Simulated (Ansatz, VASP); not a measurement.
## Sn2Pb in VASP and in Ansatz

```
Sn Pb
1.0
     0.00021    0.00212   -3.24152
     2.86290   -4.95660    0.00127
    -8.13704   -4.68979    0.00286
Sn Pb
4 2
Cartesian
  -5.4392 -6.4452 -1.6242
  0.2636 -6.4483 -1.6189
  -5.3338 -3.0732 -1.6215
  -0.0417 -3.3228 -1.6274
  -2.7475 -4.8790 0.0199
  0.1137 0.0567 -0.0007
```

Change from the starting cell: cell x2, atoms moved at random (sigma 0.05 Å) and cell strained at random (1.5 %), then relaxed without symmetry.

Alike in both runs: functional PBE; k mesh 6 × 4 × 2; occupations gaussian, width 0.2 eV; no spin polarisation.

Ansatz relaxed the structure, and its values are those at the end. VASP's run is a single point on that final structure, the one shown.

|  | VASP | Ansatz |
| --- | --- | --- |
| version | VASP 6.6.1 | Ansatz 0.2.0 |
| potentials or method | VASP PAW PBE potentials, release 64 (Sn_d, Pb_d), cutoff 520 eV | scalar-relativistic, plane waves, PAW |
| valence electrons in the cell | 84 | 84 |

|  | VASP | Ansatz | Ansatz less VASP |
| --- | --- | --- | --- |
| gap on the k mesh at the Fermi level (eV) | none | none | - |
| pressure (GPa) | -0.1 | 0.0 | +0.05 |
| rms of the force components (eV/Å) | 0.007 | 0.007 | 0.0000 |

A gap of «none» marks a metal or a gap that the smearing closes. The functional is the same, so the differences come from potentials, cutoffs and numerics.

Neither program's run includes spin-orbit coupling.
